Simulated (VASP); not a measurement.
# In2GaP3 (an interface model) in VASP: further runs

Aim: see how the results for In2GaP3 (an interface model) move with the level of theory and the settings. Levels: PBEsol, PBE, LDA. Tasks: single point.

All numbers are computed with VASP 6.6.1; they aren't measurements. Logs are shortened: lines on timing, memory, paths and dates and some standing lists are left out, and cuts for length are marked.

## Step 1: The cell of the first run

The cell holds layers of an interface, 12 atoms: a = 3.833 Å, b = 3.833 Å, c = 20.768 Å, α = 90.00°, β = 90.00°, γ = 120.00°.

## Step 2: Single point, PBEsol

Input file INCAR:

```
ALGO = Normal
EDIFF = 1E-6
ENCUT = 520
GGA = PS
ISIF = 2
ISMEAR = -1
LASPH = T
LCHARG = F
LREAL = F
LWAVE = F
NBANDS = 66
NELM = 80
PREC = Accurate
SIGMA = 0.05
```

Input file KPOINTS:

```
k-points
0
Gamma
  4 4 1
```

Input file POSCAR:

```
In2GaP3
1.0
    3.8334610000      0.0000000000      0.0000000000
   -1.9167310000      3.3198750000      0.0000000000
    0.0000000000      0.0000000000     20.7676930000
Ga In P
2 4 6
Direct
    0.3262200000      0.6389090000      0.0017110000
    0.6809990000      0.3528680000      0.1510040000
    0.3172400000      0.6640330000      0.3039020000
    0.3396570000      0.6809190000      0.6507710000
    0.6608750000      0.3462120000      0.4796020000
    0.6701520000      0.3550870000      0.8277450000
    0.3397530000      0.6717810000      0.1153230000
    0.3191450000      0.6496170000      0.4315330000
    0.3306360000      0.6600110000      0.7836210000
    0.6517190000      0.3332890000      0.2661330000
    0.6710500000      0.3289050000      0.6090570000
    0.6824700000      0.3343950000      0.9560510000
```

Potentials or basis: VASP PAW PBE potentials, release 64 (Ga_d, In_d, P).

On the command line:

```
$ cat potpaw_PBE.64/Ga_d/POTCAR potpaw_PBE.64/In_d/POTCAR potpaw_PBE.64/P/POTCAR > POTCAR
$ mpirun -np 1 vasp_std > vasp.out
```

OUTCAR:

```text
EDIFF = 1E-6
   ENCUT = 520
   GGA = PS
   ISIF = 2
   ISMEAR = -1
   LASPH = T
   LREAL = F
   NELM = 80
   PREC = Accurate

 ion  position               nearest neighbor table
   1  0.326  0.639  0.002-  12 2.34   7 2.36  12 2.39  12 2.50
   2  0.681  0.353  0.151-   7 2.31   7 2.31   7 2.38  10 2.39
   3  0.317  0.664  0.304-  10 2.34  10 2.34  10 2.36   8 2.65
   4  0.340  0.681  0.651-  11 2.32  11 2.38  11 2.43   9 2.76
   5  0.661  0.346  0.480-   8 2.36   8 2.40   8 2.52  11 2.69
   6  0.670  0.355  0.828-   9 2.33   9 2.38   9 2.48  12 2.67
   7  0.340  0.672  0.115-   2 2.31   2 2.31   1 2.36   2 2.38
   8  0.319  0.650  0.432-   5 2.36   5 2.40   5 2.52   3 2.65
   9  0.331  0.660  0.784-   6 2.33   6 2.38   6 2.48   4 2.76
  10  0.652  0.333  0.266-   3 2.34   3 2.34   3 2.36   2 2.39
  11  0.671  0.329  0.609-   4 2.32   4 2.38   4 2.43   5 2.69
  12  0.682  0.334  0.956-   1 2.34   1 2.39   1 2.50   6 2.67

  LATTYP: Found a hexagonal cell.
 ALAT       =     3.8334610000
 C/A-ratio  =     5.4174786179

  Lattice vectors:

 A1 = (   3.8334610000,   0.0000000000,   0.0000000000)
 A2 = (  -1.9167310000,   3.3198750000,   0.0000000000)
 A3 = (   0.0000000000,   0.0000000000,  20.7676930000)

Analysis of symmetry for initial positions (statically):
=====================================================================
 Subroutine PRICEL returns:
 Original cell was already a primitive cell.

 Routine SETGRP: Setting up the symmetry group for a
 hexagonal supercell.

 Subroutine GETGRP returns: Found  1 space group operations
 (whereof  1 operations were pure point group operations)
 out of a pool of 24 trial point group operations.

The static configuration has the point symmetry C_1 .

Analysis of symmetry for dynamics (positions and initial velocities):
=====================================================================
 Subroutine PRICEL returns:
 Original cell was already a primitive cell.

 Routine SETGRP: Setting up the symmetry group for a
 hexagonal supercell.

 Subroutine GETGRP returns: Found  1 space group operations
 (whereof  1 operations were pure point group operations)
 out of a pool of 24 trial point group operations.

The dynamic configuration has the point symmetry C_1 .

 Subroutine INISYM returns: Found  1 space group operations
 (whereof  1 operations are pure point group operations),
 and found     1 'primitive' translations

----------------------------------------------------------------------------------------

                                     Primitive cell

  volume of cell :     264.3024

  direct lattice vectors                    reciprocal lattice vectors
     3.833461000  0.000000000  0.000000000     0.260860877  0.150608119  0.000000000
    -1.916731000  3.319875000  0.000000000     0.000000000  0.301216160  0.000000000
     0.000000000  0.000000000 20.767693000     0.000000000  0.000000000  0.048151713

  length of vectors
     3.833461000  3.833461587 20.767693000     0.301216206  0.301216160  0.048151713

  position of ions in fractional coordinates (direct lattice)
     0.326220000  0.638909000  0.001711000
     0.680999000  0.352868000  0.151004000
     0.317240000  0.664033000  0.303902000
     0.339657000  0.680919000  0.650771000
     0.660875000  0.346212000  0.479602000
     0.670152000  0.355087000  0.827745000
     0.339753000  0.671781000  0.115323000
     0.319145000  0.649617000  0.431533000
     0.330636000  0.660011000  0.783621000
     0.651719000  0.333289000  0.266133000
     0.671050000  0.328905000  0.609057000
     0.682470000  0.334395000  0.956051000

  ion indices of the primitive-cell ions
   primitive index   ion index
                 1           1
                 2           2
                 3           3
                 4           4
                 5           5
                 6           6
                 7           7
                 8           8
                 9           9
                10          10
                11          11
                12          12

----------------------------------------------------------------------------------------

 KPOINTS: k-points

Automatic generation of k-mesh.
 Grid dimensions read from file:
 generate k-points for:    4    4    1

 Generating k-lattice:

  Cartesian coordinates                     Fractional coordinates (reciprocal lattice)
     0.065215219  0.037652030  0.000000000     0.250000000  0.000000000  0.000000000
     0.000000000  0.075304040  0.000000000     0.000000000  0.250000000  0.000000000
     0.000000000  0.000000000  0.048151713     0.000000000  0.000000000  1.000000000

  Length of vectors
     0.075304052  0.075304040  0.048151713

  Shift w.r.t. Gamma in fractional coordinates (k-lattice)
     0.000000000  0.000000000  0.000000000

 Subroutine IBZKPT returns following result:
 ===========================================

 Found     10 irreducible k-points:

 Following reciprocal coordinates:
            Coordinates               Weight
  0.000000  0.000000  0.000000      1.000000
  0.250000 -0.000000  0.000000      2.000000
  0.000000  0.250000  0.000000      2.000000
 -0.250000  0.250000  0.000000      2.000000
  0.500000 -0.000000  0.000000      1.000000
  0.000000  0.500000  0.000000      1.000000
  0.500000  0.500000  0.000000      1.000000
  0.250000  0.250000  0.000000      2.000000
 -0.250000  0.500000  0.000000      2.000000
  0.500000  0.250000  0.000000      2.000000
   k-points           NKPTS =     10   k-points in BZ     NKDIM =     10   number of bands    NBANDS=     66
   number of dos      NEDOS =    301   number of ions     NIONS =     12
   total plane-waves  NPLWV = 144000
   dimension x,y,z NGX =    30 NGY =   30 NGZ =  160
   dimension x,y,z NGXF=    60 NGYF=   60 NGZF=  320
   ions per type =               2   4   6
   NGX,Y,Z   is equivalent  to a cutoff of  13.01, 13.01, 12.81 a.u.
   NGXF,Y,Z  is equivalent  to a cutoff of  26.02, 26.02, 25.62 a.u.
 SYSTEM =  unknown system
   PREC   = accura    normal or accurate (medium, high low for compatibility)
   ISTART =      0    job   : 0-new  1-cont  2-samecut
   ICHARG =      2    charge: 1-file 2-atom 10-const
   ISPIN  =      1    spin polarized calculation?
   LNONCOLLINEAR =      F non collinear calculations
   LSORBIT =      F    spin-orbit coupling
   LASPH  =      T    aspherical Exc in radial PAW
   ENCUT  =  520.0 eV  38.22 Ry    6.18 a.u.   7.13  7.13 38.61*2*pi/ulx,y,z
   NELM   =     80;   NELMIN=  2; NELMDL= -5     # of ELM steps
   EDIFF  = 0.1E-05   stopping-criterion for ELM
   LREAL  =      F    real-space projection
   EDIFFG = 0.1E-04   stopping-criterion for IOM
   NSW    =      0    number of steps for IOM
   IBRION =     -1    ionic relax: 0-MD 1-quasi-New 2-CG
   NFREE  =      0    steps in history (QN), initial steepest desc. (CG)
   ISIF   =      2    stress and relaxation
   ISYM   =      2    0-nonsym 1-usesym 2-fastsym
   POTIM  = 0.5000    time-step for ionic-motion
   TEBEG  =    0.0;   TEEND  =   0.0 temperature during run
   PSTRESS=    0.0 pullay stress
   NELECT =     108.0000    total number of electrons
   NUPDOWN=      -1.0000    fix difference up-down
   EMIN   =  10.00;   EMAX   =-10.00  energy-range for DOS
   EFERMI =   0.00;   METHOD = LEGACY
   ISMEAR =    -1;   SIGMA  =   0.05  broadening in eV -4-tet -1-fermi 0-gaus
   EFERMI_NEDOS =   21; number of points for ismear=-14 and -15
   IALGO  =     38    algorithm
   IMIX   =      4    mixing-type and parameters
     AMIX     =   0.40;   BMIX     =  1.00
     AMIX_MAG =   1.60;   BMIX_MAG =  1.00
  volume/ion in A,a.u.               =      22.03       148.63
  Fermi-wavevector in a.u.,A,eV,Ry     =   1.214831  2.295697 20.079661  1.475813
  Thomas-Fermi vector in A             =   2.350238
   LORBIT       =      0    0 simple, 1 ext, 2 COOP (PROOUT), +10 PAW based schemes
   GGA     = PS    functional components
   LHFCALC =     F    Hartree Fock is set to
   AEXX    =    0.0000 exact exchange contribution
   IVDW    =     0    specifies the selected vdW correction
   LEPSILON=     F    determine dielectric tensor
   LRPA    =     F    only Hartree local field effects (RPA)
 non-spin polarized calculation
  energy-cutoff  :      520.00
  volume of cell :      264.30
 maximum number of plane-waves:      7139
 NGX is ok and might be reduce to    30
   NGX = 15   NGY = 15   NGZ = 77

 number of electron     108.0000012 magnetization

 Free energy of the ion-electron system (eV)
  ---------------------------------------------------
  ext. energy  EPLUGINS =         0.00000000
  ---------------------------------------------------
  free energy    TOTEN  =       -53.74297616 eV

  energy without entropy =      -53.73993464  energy(sigma->0) =      -53.74145540

 E-fermi :   6.4283     XC(G=0):  -9.9214

 val. band max:        6.2944435613   @ k =   0.0000   0.0000   0.0000
 cond. band min:       6.5621082561   @ k =   0.0000   0.0000   0.0000
 fundamental gap:      0.2676646949
 Fermi energy:         6.4283252268

 k-point     1 :       0.0000    0.0000    0.0000
  band No.  band energies     occupation
      1      -9.3782      2.00000
      2      -9.3029      2.00000
      3      -9.2946      2.00000
      4      -9.2196      2.00000
      5      -9.2185      2.00000
      6      -9.2112      2.00000
[... 58 lines left out ...]
     65       9.9304      0.00000
     66      10.1992      0.00000

 k-point     2 :       0.2500   -0.0000    0.0000
  band No.  band energies     occupation
      1      -9.4243      2.00000
      2      -9.3570      2.00000
      3      -9.2772      2.00000
      4      -9.2624      2.00000
      5      -9.2191      2.00000
      6      -9.2079      2.00000
[... 541 lines left out ...]
     65      10.8578      0.00000
     66      11.0366      0.00000

 k-point    10 :       0.5000    0.2500    0.0000
  band No.  band energies     occupation
      1      -9.4733      2.00000
      2      -9.3863      2.00000
      3      -9.2692      2.00000
      4      -9.2471      2.00000
      5      -9.2217      2.00000
      6      -9.2060      2.00000
[... 58 lines left out ...]
     65      10.8308      0.00000
     66      11.1519      0.00000

------------------------ aborting loop because EDIFF is reached ----------------------------------------

  FORCE on cell =-STRESS in cart. coord.  units (eV):
  Direction    XX          YY          ZZ          XY          YZ          ZX
  --------------------------------------------------------------------------------------
  -------------------------------------------------------------------------------------
  Total       24.7006592     20.3241632     -5.5516092     -0.1615617     -2.0238452      1.1206215
  in kB      149.7331945    123.2032654    -33.6533600     -0.9793726    -12.2683691      6.7931078
  external PRESSURE =      79.7610333 kB  Pullay stress =       0.0000000 kB

 VOLUME and BASIS-vectors are now :
 -----------------------------------------------------------------------------
  energy-cutoff  :      520.00
  volume of cell :      264.30
      direct lattice vectors                 reciprocal lattice vectors
     3.833461000  0.000000000  0.000000000     0.260860877  0.150608119  0.000000000
    -1.916731000  3.319875000  0.000000000     0.000000000  0.301216160  0.000000000
     0.000000000  0.000000000 20.767693000     0.000000000  0.000000000  0.048151713

 POSITION                                       TOTAL-FORCE (eV/Angst)
 -----------------------------------------------------------------------------------
      0.02593      2.12110      0.03553         0.286469      0.644631     -1.109208
      1.93423      1.17148      3.13600        -0.077083     -0.481250      0.289185
     -0.05665      2.20451      6.31134         0.009747      0.100674      2.064691
     -0.00308      2.26057     13.51501         0.331073     -0.933089      1.932810
      1.86984      1.14938      9.96023         0.377146     -0.967321      1.001750
      1.88840      1.17884     17.19035         0.515866     -1.045934      1.426370
      0.01481      2.23023      2.39499         0.035205      0.401631     -0.229741
     -0.02171      2.15665      8.96194        -0.352445      0.972978     -0.800357
      0.00242      2.19115     16.27400        -0.477237      1.076592     -1.715592
      1.85951      1.10648      5.52697         0.064911     -0.103982     -1.611120
      1.94202      1.09192     12.64871        -0.363104      0.921148     -1.727687
      1.97528      1.11015     19.85497        -0.350549     -0.586077      0.478899
 -----------------------------------------------------------------------------------
    total drift:                               -0.000025      0.000412      0.000471

  FREE ENERGIE OF THE ION-ELECTRON SYSTEM (eV)
  ---------------------------------------------------
  free  energy   TOTEN  =       -53.7429761574 eV

  energy  without entropy=      -53.7399346364  energy(sigma->0) =      -53.74145540
```

It took 9.6 min on 1 thread of Intel Xeon 8259CL, shared host; peak memory 0.45 GiB.

Results:

* Free energy: -53.7430 eV
* Pressure: 8.0 GPa
* Largest force: 2.172 eV/Å
* Band gap on the k mesh: 0.27 eV

Forces on the atoms (eV/Å):
```
Ga   0.286  0.645 -1.109
Ga  -0.077 -0.481  0.289
In   0.010  0.101  2.065
In   0.331 -0.933  1.933
In   0.377 -0.967  1.002
In   0.516 -1.046  1.426
P    0.035  0.402 -0.230
P   -0.352  0.973 -0.800
P   -0.477  1.077 -1.716
P    0.065 -0.104 -1.611
P   -0.363  0.921 -1.728
P   -0.351 -0.586  0.479
```

Stress tensor (GPa, compression positive):
```
14.97 -0.10  0.68
-0.10 12.32 -1.23
 0.68 -1.23 -3.37
```

Levels at points of the mesh, in eV from the valence-band top:
```tsv
k point	band 52	band 53	band 54	band 55	band 56	band 57
(0.00, 0.00, 0.00)	-0.30	-0.27	0.00	0.27	0.77	1.84
(0.50, 0.00, 0.00)	-2.00	-1.86	-1.51	0.63	0.67	0.93
(0.00, 0.50, 0.00)	-2.14	-1.95	-1.64	0.57	0.63	0.85
(0.50, 0.50, 0.00)	-2.01	-1.87	-1.53	0.59	0.71	0.91
```

Caveat: the k points lie up to 0.47 Å⁻¹ apart; the PAW data sets were made with another functional, which shifts forces and pressure a little; spin-orbit coupling is left out, which moves the levels of the heavy elements.

## Step 3: Single point, PBE

Input file INCAR:

```
  PREC = Accurate
  ENCUT = 520
  EDIFF = 1E-7
  ISMEAR = -1
  SIGMA = 0.05
  LREAL = False
  LASPH = True
  NELM = 60
  ALGO = Normal
  ISIF = 2
  LWAVE = False
  LCHARG = False
  GGA = PE
  NBANDS = 66
```

Input file KPOINTS:

```
Automatic mesh
0
Gamma
  4 4 1
```

POSCAR is that of step 2.

Potentials or basis: VASP PAW PBE potentials, release 64 (Ga_d, In_d, P).

On the command line:

```
$ cat potpaw_PBE.64/Ga_d/POTCAR potpaw_PBE.64/In_d/POTCAR potpaw_PBE.64/P/POTCAR > POTCAR
$ mpirun -np 1 vasp_std > vasp.out
```

Wall time 9.6 min (1 thread of Intel Xeon 8259CL, shared host); peak memory 0.46 GiB.

It converged, with:

```yaml
Free_energy: -48.6938 eV
Pressure: 11.2 GPa
Largest_force: 2.280 eV/Å
Band_gap_on_the_k_mesh: 0.34 eV
```

Forces on the atoms (eV/Å):
```
Ga   0.295  0.661 -1.132
Ga  -0.076 -0.491  0.291
In   0.009  0.104  2.150
In   0.337 -0.949  2.046
In   0.383 -0.987  1.091
In   0.524 -1.069  1.505
P    0.035  0.415 -0.232
P   -0.359  0.994 -0.875
P   -0.486  1.101 -1.820
P    0.065 -0.108 -1.659
P   -0.369  0.937 -1.821
P   -0.357 -0.607  0.455
```

Stress tensor (GPa, compression positive):
```
18.34 -0.10  0.70
-0.10 15.56 -1.26
 0.70 -1.26 -0.44
```

Levels at points of the mesh, in eV from the valence-band top:
| k point | band 52 | band 53 | band 54 | band 55 | band 56 | band 57 |
| --- | --- | --- | --- | --- | --- | --- |
| (0.00, 0.00, 0.00) | -0.32 | -0.27 | 0.00 | 0.34 | 0.84 | 1.92 |
| (0.50, 0.00, 0.00) | -1.98 | -1.86 | -1.50 | 0.73 | 0.76 | 1.03 |
| (0.00, 0.50, 0.00) | -2.11 | -1.94 | -1.63 | 0.67 | 0.72 | 0.94 |
| (0.50, 0.50, 0.00) | -1.99 | -1.87 | -1.52 | 0.68 | 0.81 | 1.00 |

Caveat: the k points lie up to 0.47 Å⁻¹ apart; spin-orbit coupling is left out, which moves the levels of the heavy elements.

## Step 4: Single point, PBEsol

Input file INCAR:

```
SYSTEM = In2GaP3
PREC = Accurate ; ENCUT = 520
EDIFF = 1E-6 ; ISMEAR = -1
SIGMA = 0.05 ; LREAL = .FALSE.
LASPH = .TRUE. ; NELM = 100
ALGO = Normal ; ISIF = 2
LWAVE = .FALSE. ; LCHARG = .FALSE.
GGA = PS ; NBANDS = 66
```

Input file KPOINTS:

```
Automatic mesh
0
G
  4 4 1
  0 0 0
```

POSCAR is that of step 3.

On the command line:

```
$ cat potpaw_PBE.64/Ga_d/POTCAR potpaw_PBE.64/In_d/POTCAR potpaw_PBE.64/P/POTCAR > POTCAR
$ mpirun -np 1 vasp_std > vasp.out
```

It took 8.1 min on 1 thread of Intel Xeon 8259CL, shared host; peak memory 0.45 GiB.

The run converged. Its results:

```yaml
Free_energy: -53.7430 eV
Pressure: 8.0 GPa
Largest_force: 2.172 eV/Å
Band_gap_on_the_k_mesh: 0.27 eV
```

Forces in eV/Å, atoms in the order of the input:
```
Ga   0.286  0.645 -1.109
Ga  -0.077 -0.481  0.289
In   0.010  0.101  2.065
In   0.331 -0.933  1.933
In   0.377 -0.967  1.002
In   0.516 -1.046  1.426
P    0.035  0.402 -0.230
P   -0.352  0.973 -0.800
P   -0.477  1.077 -1.716
P    0.065 -0.104 -1.611
P   -0.363  0.921 -1.728
P   -0.351 -0.586  0.479
```

Stress tensor (GPa, compression positive):
```
14.97 -0.10  0.68
-0.10 12.32 -1.23
 0.68 -1.23 -3.37
```

Levels at points of the mesh, in eV from the valence-band top:
```csv
k point,band 51,band 52,band 53,band 54,band 55,band 56,band 57,band 58
"(0.00, 0.00, 0.00)",-0.36,-0.30,-0.27,0.00,0.27,0.77,1.84,2.07
"(0.50, 0.00, 0.00)",-2.36,-2.00,-1.86,-1.51,0.63,0.67,0.93,1.53
"(0.00, 0.50, 0.00)",-2.24,-2.14,-1.95,-1.64,0.57,0.63,0.85,1.50
"(0.50, 0.50, 0.00)",-2.33,-2.01,-1.87,-1.53,0.59,0.71,0.91,1.55
```

Caveat: the k points lie up to 0.47 Å⁻¹ apart; the PAW data sets were made with another functional, which shifts forces and pressure a little; spin-orbit coupling is left out, which moves the levels of the heavy elements.

(Part 1 of 2 ends here.)
